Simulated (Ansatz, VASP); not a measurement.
# Two plane-wave programs on Al

File INCAR:

```
PREC     = Accurate       # precision mode
ENCUT    = 520            # plane-wave cutoff, eV
EDIFF    = 1E-6           # SCF threshold, eV
ISMEAR   = 0              # smearing method
SIGMA    = 0.15           # smearing width, eV
LREAL    = F              # projectors in reciprocal space
LASPH    = T              # aspherical terms in the spheres
NELM     = 60             # most SCF steps
ALGO     = Normal         # electronic algorithm
ISIF     = 2              # what is computed and relaxed
LWAVE    = F              # write WAVECAR
LCHARG   = F              # write CHGCAR
GGA      = PE             # functional
NBANDS   = 8              # bands
```

File KPOINTS:

```
Automatic mesh
0
Gamma
  20 20 20
```

File POSCAR:

```
Al
1.0
    0.0000000000      1.9632606000      2.0846994000
    1.9632606000      0.0000000000      2.0846994000
    1.9632606000      1.9632606000      0.0000000000
Al
1
Direct
    0.0000000000      0.0000000000      0.0000000000
```

Input for Ansatz:

```yaml
crystal:
  lattice:
    - [0.0, 1.9632606, 2.0846994]
    - [1.9632606, 0.0, 2.0846994]
    - [1.9632606, 1.9632606, 0.0]
  atoms:
    - { symbol: Al, position: [0.0, 0.0, 0.0] }
basis:
  ecutwfc: 420
kpoints:
  mp_grid: { grid: [20, 20, 20] }
hamiltonian:
  xc: pbe
scf:
  occupations: { method: gaussian, width: 0.15 }
output:
  forces: true
  stress: true
  eigenvalues: true
```

Change from the starting cell: strain -0.030 along x and y, +0.030 along z, atoms carried along.

Alike in both runs: task single point; functional PBE; k mesh 20 × 20 × 20; occupations gaussian, width 0.15 eV; no spin polarisation.

|  | VASP | Ansatz |
| --- | --- | --- |
| version | VASP 6.6.1 | Ansatz 0.2.0 |
| potentials or method | VASP PAW PBE potentials, release 64 (Al), cutoff 520 eV | scalar-relativistic, plane waves, PAW |
| valence electrons in the cell | 3 | 3 |

```csv
,VASP,Ansatz,Ansatz less VASP
gap on the k mesh at the Fermi level (eV),none,none,-
pressure (GPa),2.3,2.4,+0.04
"traceless stress, the component that is largest in VASP (GPa)",-2.57,-2.57,-0.005
```

A gap of «none» marks a metal or a gap that the smearing closes. With one functional, cell and mesh, what is left measures potentials, basis and numerics.
